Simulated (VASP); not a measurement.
The system is Si.

```
CELL_PARAMETERS angstrom
0.00000 2.72212 2.72212
2.72212 0.00000 2.72212
2.72212 2.72212 0.00000
ATOMIC_POSITIONS crystal
Si 0.00000 0.00000 0.00000
Si 0.25000 0.25000 0.25000
```

Program: VASP 6.6.1. Alike in all runs: task single point; potentials or basis VASP PAW PBE potentials, release 64 (Si); no spin polarisation; cell as given; cutoff (eV) 520. Hardware: 1 thread of Intel(R) Xeon(R) Platinum 8259CL CPU @ 2.50GHz (Skylake/Cascade Lake), with other jobs on the host.

Q: Order these runs on this cell by their wall time, lowest first.
A. level PBE; k mesh 2 × 2 × 2; smearing gaussian 0.01 eV
B. level PBE-based screened hybrid; k mesh 4 × 4 × 4; smearing gaussian 0.01 eV; grid for exact exchange (PRECFOCK) Normal; share of exact exchange 0.4; screening parameter 0.1 1/Å
C. level PBE; k mesh 6 × 6 × 6; smearing methfessel-paxton 0.2 eV

A: A (4.2 s), C (8.8 s), B (99 s).

Caveats: some runs use coarse meshes.
